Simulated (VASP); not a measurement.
Runs of VASP 6.6.1 on Te2Mo. Symmetry: P6_3/mmc, No. 194, hexagonal system. The conventional cell has a = 3.518 Å, b = 3.518 Å, c = 13.974 Å, α = 90.00°, β = 90.00°, γ = 120.00°. Within 3.7 Å of Te (site symmetry 3m) lie 3 Mo at 2.72 Å and 7 Te at 3.52 to 3.61 Å. Mo (site symmetry -6m2) has 6 Te at 2.72 Å and 6 Mo at 3.52 Å within 3.6 Å. 

```csv
k mesh,gap on the mesh (eV),pressure (GPa),largest force (eV/Å)
7 × 7 × 2,0.84,2.9,0.19
5 × 5 × 1,0.71,3.1,0.15
9 × 9 × 2,(b),2.9,0.19
6 × 6 × 2,(a),2.9,0.19
3 × 3 × 1,1.00,2.6,0.10
```

Alike in all rows: task single point; level PBE; potentials or basis VASP PAW PBE potentials, release 64 (Te, Mo_sv); no spin polarisation; cell as given; cutoff (eV) 520; smearing fermi-dirac 0.1 eV.

Problem. Fill in the values left out.

Solution. (a) 0.82; (b) 0.78.

Caveats: some runs use coarse meshes; spin-orbit coupling is left out, which moves the levels of the heavy elements; this functional lacks dispersion, which binds layers or chains, so the pressure and a relaxed spacing across them are unreliable; semilocal functionals underestimate gaps, and a narrow one can read as zero (at least some runs).

A k mesh can miss the band edges, and the runs leave out spin-orbit coupling on Mo, Te.
